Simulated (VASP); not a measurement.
# Ge (Imma) in VASP: a series of runs, part 3 of 3

VASP 6.6.1. Earlier steps stand in the parts before.

**5. Single point, PBEsol (atoms displaced along a vibrational mode)**

Input file INCAR:

```
SYSTEM = Ge
ALGO     = Fast           ! electronic algorithm
EDIFF    = 1E-6           ! SCF threshold, eV
ENCUT    = 520            ! plane-wave cutoff, eV
GGA      = PS             ! functional
ISIF     = 2              ! what is computed and relaxed
ISMEAR   = 0              ! smearing method
LASPH    = .TRUE.         ! aspherical terms in the spheres
LCHARG   = .FALSE.        ! write CHGCAR
LREAL    = .FALSE.        ! projectors in reciprocal space
LWAVE    = .FALSE.        ! write WAVECAR
NBANDS   = 21             ! bands
NELM     = 80             ! most SCF steps
PREC     = Accurate       ! precision mode
SIGMA    = 0.15           ! smearing width, eV
```

Input file KPOINTS:

```
k-points
0
G
  24 24 24
  0 0 0
```

Input file POSCAR:

```
Ge
1.0
   -2.5630127546      2.5630127546      1.3966622730
    2.5630127546     -2.5630127546      1.3966622730
    2.5630127546      2.5630127546     -1.3966622730
Ge
2
Direct
    0.3036994529      0.8036994529      0.5000000000
    0.4463005471      0.4463005471      0.0000000000
```

The run is started by

```sh
> cat potpaw_PBE.64/Ge_d/POTCAR > POTCAR
> mpirun -np 1 vasp_std > vasp.out
```

It took 34 min on 1 thread of Oxide Virtual Turin-like, shared host; peak memory 1.1 GiB.

Results (log left out):

| Property | Result |
| --- | --- |
| Free energy | -9.5151 eV |
| Pressure | 0.3 GPa |
| Largest force | 0.149 eV/Å |
| Band gap on the k mesh | zero (bands 14 and 15 overlap by 5.61 eV) |

Forces in eV/Å, atoms in the order of the input:
```
Ge   0.000  0.000 -0.149
Ge   0.000  0.000  0.149
```

Stress tensor (GPa, compression positive):
```
 3.56  0.00  0.00
 0.00 -2.71  0.00
 0.00  0.00  0.10
```

Levels at points of the mesh, in eV from the Fermi level:
```tsv
k point	band 11	band 12	band 13	band 14	band 15	band 16	band 17	band 18
(0.00, 0.00, 0.00)	-13.40	-3.99	-2.50	-2.21	3.23	7.34	8.05	8.21
(0.50, 0.00, 0.00)	-8.24	-6.01	-2.95	-2.01	-1.85	3.14	3.39	6.17
(0.50, 0.00, 0.50)	-7.89	-6.93	-2.34	-2.05	-0.75	1.55	3.89	5.02
(0.50, 0.50, 0.00)	-10.63	-10.63	0.64	0.64	1.96	1.96	7.47	7.47
(0.50, 0.50, 0.50)	-8.97	-8.82	-6.05	-5.93	5.19	7.38	10.87	11.48
```

Caveat: the cell differs from its parent crystal (atoms displaced along a vibrational mode); the PAW data sets were made with another functional, which shifts forces and pressure a little.

**6. Single point, PBEsol (atoms displaced along a vibrational mode)**

Input file INCAR:

```
SYSTEM = Ge
PREC = Accurate
ENCUT = 520
EDIFF = 1E-6
ISMEAR = 0
SIGMA = 0.15
LREAL = .False.
LASPH = .True.
NELM = 80
ALGO = Fast
ISIF = 2
LWAVE = .False.
LCHARG = .True.
GGA = PS
LELF = .True.
LVHAR = .True.
NBANDS = 21
```

Input file KPOINTS:

```
Automatic mesh
0
Gamma
  24 24 24
  0 0 0
```

Input file POSCAR:

```
Ge
1.0
   -2.5630127546      2.5630127546      1.3966622730
    2.5630127546     -2.5630127546      1.3966622730
    2.5630127546      2.5630127546     -1.3966622730
Ge
2
Direct
    0.1560259574      0.6560259574      0.5000000000
    0.5939740426      0.5939740426      0.0000000000
```

Potentials or basis: VASP PAW PBE potentials, release 64 (Ge_d).

The run is started by

```sh
> cat potpaw_PBE.64/Ge_d/POTCAR > POTCAR
> mpirun -np 1 vasp_std > vasp.out
```

It took 42 min on 1 thread of Oxide Virtual Turin-like, shared host; peak memory 1.1 GiB.

The run converged. Its results:

| Property | Result |
| --- | --- |
| Free energy | -9.4838 eV |
| Pressure | 0.9 GPa |
| Largest force | 0.104 eV/Å |
| Band gap on the k mesh | zero (bands 14 and 15 overlap by 5.63 eV) |

Forces in eV/Å, atoms in the order of the input:
```
Ge   0.000  0.000  0.104
Ge   0.000  0.000 -0.104
```

Stress tensor (GPa, compression positive):
```
-2.89  0.00  0.00
 0.00  6.03  0.00
 0.00  0.00 -0.41
```

Levels at points of the mesh, in eV from the Fermi level:
```
           k point  band 11  band 12  band 13  band 14  band 15  band 16  band 17  band 18
(0.00, 0.00, 0.00)   -13.43    -4.02    -2.61    -2.18     3.20     7.14     8.19     8.25
(0.50, 0.00, 0.00)    -7.71    -7.28    -2.22    -2.10    -0.20     0.82     4.12     4.62
(0.50, 0.00, 0.50)    -8.33    -5.82    -3.17    -2.06    -2.04     3.27     3.42     6.59
(0.50, 0.50, 0.00)   -10.66   -10.66     0.62     0.62     1.93     1.93     7.39     7.39
(0.50, 0.50, 0.50)    -9.03    -8.81    -6.12    -5.94     4.79     8.33    10.70    11.60
```

Caveat: the cell differs from its parent crystal (atoms displaced along a vibrational mode); the PAW data sets were made with another functional, which shifts forces and pressure a little.

**7. Overview**

| cell | gap on the mesh (eV) | pressure (GPa) | largest force (eV/Å) |
| --- | --- | --- | --- |
| as given, atomic positions A | none | 0.2 | 0.15 |
| as given, atomic positions B | none | -0.1 | 0.09 |
| as given, atomic positions C | none | 0.2 | 0.13 |
| as given, atomic positions D | none | 0.3 | 0.15 |
| as given, atomic positions E | none | 0.9 | 0.10 |

Alike in all rows: task single point; level PBEsol; potentials or basis VASP PAW PBE potentials, release 64 (Ge_d); no spin polarisation; k mesh 24 × 24 × 24; cutoff (eV) 520; smearing gaussian 0.15 eV.

Caveats: the PAW data sets were made with another functional, which shifts forces and pressure a little.

Total energies depend on the potentials used, so only differences within one code and one set of settings carry meaning.
